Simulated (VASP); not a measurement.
Crystal: Ag2BiO2.

```
Bi O Ag
1.0
     0.00000    3.26263    0.00000
     4.94078    0.00000    0.00000
     2.47039    1.63132   -5.36771
Bi O Ag
1 2 2
Cartesian
  0.0000 0.0000 0.0000
  4.9408 1.6313 -1.4740
  2.4704 3.2626 -3.8937
  2.4704 1.6313 -1.5289
  4.9408 3.2626 -3.8388
```

* Program: VASP 6.6.1
* Task: relaxation of cell and atoms
* Functional: PBE
* Potentials or basis: VASP PAW PBE potentials, release 64 (Bi_d, O, Ag)
* Cutoff: 600 eV
* k mesh: 6 × 6 × 6
* Occupations: gaussian, width 0.1458 eV
* Spin: no spin polarisation

At the start: pressure 6.4 GPa; volume 17.31 Å³/atom.

How do energy, volume and symmetry change on relaxing?

Over 64 steps the energy falls by 214.9 meV/atom and the volume is 17.78 Å³/atom (+2.8 %); space group Immm (No. 71, to 0.1 Å) before and after.

Step by step:
```tsv
step	energy change (eV)	largest force (eV/Å)	pressure (GPa)	volume (Å³)
1	0.0000	2.3343	6.45	86.53
3	-0.4887	0.2320	-4.25	93.53
5	-0.7627	0.3111	0.75	85.43
7	-0.7856	0.2565	0.09	85.70
9	-0.8036	0.1668	-0.05	85.62
11	-0.8130	0.0702	-0.36	85.93
13	-0.8171	0.0451	-0.23	85.93
15	-0.8246	0.0332	0.31	86.04
17	-0.8350	0.3733	-0.85	88.54
19	-0.8395	0.3139	-0.45	88.06
21	-0.8666	0.4322	0.72	88.66
23	-0.8381	0.7965	1.46	88.36
25	-0.9362	0.4912	1.56	88.88
27	-0.9407	0.4388	0.82	89.43
29	-0.9640	0.3363	0.36	90.11
31	-0.9745	0.1383	-1.36	93.13
33	-0.9931	0.1065	-0.17	91.28
35	-1.0018	0.0615	0.44	90.83
37	-1.0100	0.0972	-0.14	91.56
39	-1.0171	0.0738	-0.32	91.78
41	-1.0200	0.1682	1.35	89.88
43	-1.0239	0.1412	0.71	90.53
45	-1.0419	0.1692	0.31	90.12
47	-1.0518	0.2443	-0.22	89.63
49	-1.0587	0.2208	-0.39	89.15
51	-1.0663	0.1138	0.14	88.49
53	-1.0727	0.0264	0.33	88.57
55	-1.0739	0.0352	-0.06	89.02
57	-1.0742	0.0169	-0.04	88.97
59	-1.0742	0.0181	0.00	88.93
61	-1.0742	0.0177	0.00	88.94
63	-1.0742	0.0112	0.00	88.93
64	-1.0743	0.0012	-0.01	88.92
```

Final structure:
```
CELL_PARAMETERS angstrom
0.00000 3.53238 0.00000
3.44065 0.00000 0.00000
1.72032 1.76619 -7.31613
ATOMIC_POSITIONS crystal
Bi 0.00000 0.00000 0.00000
O 0.39781 0.89781 0.20438
O 0.60219 0.10219 0.79562
Ag 0.29912 0.29912 0.40176
Ag 0.70088 0.70088 0.59824
```

Caveat: a cell axis changed by over 15 % at a fixed basis, so the end point is rough; an odd number of electrons without spin polarisation forces a metal; a magnetic or distorted state may lie lower.
